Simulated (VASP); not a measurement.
Ca3AsP, 5 atoms in the cell. Symmetry: Pm-3m, No. 221, cubic system. The conventional cell has a = 5.334 Å, b = 5.334 Å, c = 5.334 Å, α = 90.00°, β = 90.00°, γ = 90.00°. As (site symmetry m-3m) has 12 Ca at 3.77 Å and 8 P at 4.62 Å within 5.0 Å. Ca (site symmetry 4/mmm) has 2 P at 2.67 Å within 3.5 Å. Within 3.5 Å of P (site symmetry m-3m) lie 6 Ca at 2.67 Å. 

| Property | Result |
| --- | --- |
| Program | VASP 6.6.1 |
| Task | relaxation of cell and atoms |
| Functional | RPBE |
| Potentials or basis | VASP PAW PBE potentials, release 64 (As, Ca_sv, P) |
| Cutoff | 600 eV |
| k mesh | 5 × 5 × 5 |
| Occupations | fermi-dirac, width 0.05 eV |
| Spin | no spin polarisation |
| Dipole correction | no |
| Further INCAR settings | ALGO = Normal; EDIFF = 1e-07; IBRION = 2; EDIFFG = -0.01; NSW = 60; ISIF = 3 |

Potentials or basis: VASP PAW PBE potentials, release 64 (As, Ca_sv, P).

Run with:

```console
$ cat potpaw_PBE.64/As/POTCAR potpaw_PBE.64/Ca_sv/POTCAR potpaw_PBE.64/P/POTCAR > POTCAR
$ mpirun -np 1 vasp_std > vasp.out
```

Hardware: 1 thread of Intel(R) Xeon(R) 6975P-C (Granite Rapids) (shared host).

Problem. How long does it take, and how much memory?

Solution. Wall time 76 s on 1 thread of Intel(R) Xeon(R) 6975P-C (Granite Rapids), with other jobs on the host, peak memory 0.36 GiB. Counts: scf iterations 41, k points 10, ion steps 3.
